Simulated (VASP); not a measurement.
Wanted: the native input for a VASP 6.6.1 run.

```
Task                   : single point
Functional             : BLYP
Potentials or basis    : VASP PAW PBE potentials, release 64 (Te, Be)
Cutoff                 : 520 eV
k mesh                 : 8 × 8 × 8
Occupations            : fermi-dirac, width 0.05 eV
Spin                   : no spin polarisation
Dipole correction      : no
Further INCAR settings : ALGO = Normal; EDIFF = 1e-06; NBANDS = 11
```

The structure of BeTe lies in POSCAR:

```
BeTe
1.0
    0.0000000000      2.7700000000      2.7700000000
    2.7700000000      0.0000000000      2.7700000000
    2.7700000000      2.7700000000      0.0000000000
Te Be
1 1
Direct
    0.7500000000      0.7500000000      0.7500000000
    0.0000000000      0.0000000000      0.0000000000
```

One way to write it, as run:

INCAR

```
PREC = Accurate
ENCUT = 520
EDIFF = 1E-6
ISMEAR = -1
SIGMA = 0.05
LREAL = False
LASPH = True
NELM = 80
ALGO = Normal
ISIF = 2
LWAVE = False
LCHARG = True
GGA = B5
ALDAX = 1.0
AGGAX = 1.0
AGGAC = 1.0
ALDAC = 0.0
LELF = True
LVHAR = True
NBANDS = 11
```

KPOINTS

```
regular mesh
0
Gamma
  8 8 8
```

Potentials or basis: VASP PAW PBE potentials, release 64 (Te, Be).

Run with:

```bash
$ cat potpaw_PBE.64/Te/POTCAR potpaw_PBE.64/Be/POTCAR > POTCAR
$ mpirun -np 1 vasp_std > vasp.out
```

Results of the run:

* Pressure: 7.4 GPa
* Band gap on the k mesh: 2.13 eV, indirect (least direct gap 3.68 eV)

Caveat: the PAW data sets were made with another functional, which shifts forces and pressure a little; spin-orbit coupling is left out, which moves the levels of the heavy elements.

Run time: 47 s on 1 thread of AMD EPYC 7R13, with other jobs on the host, peak memory 0.14 GiB.
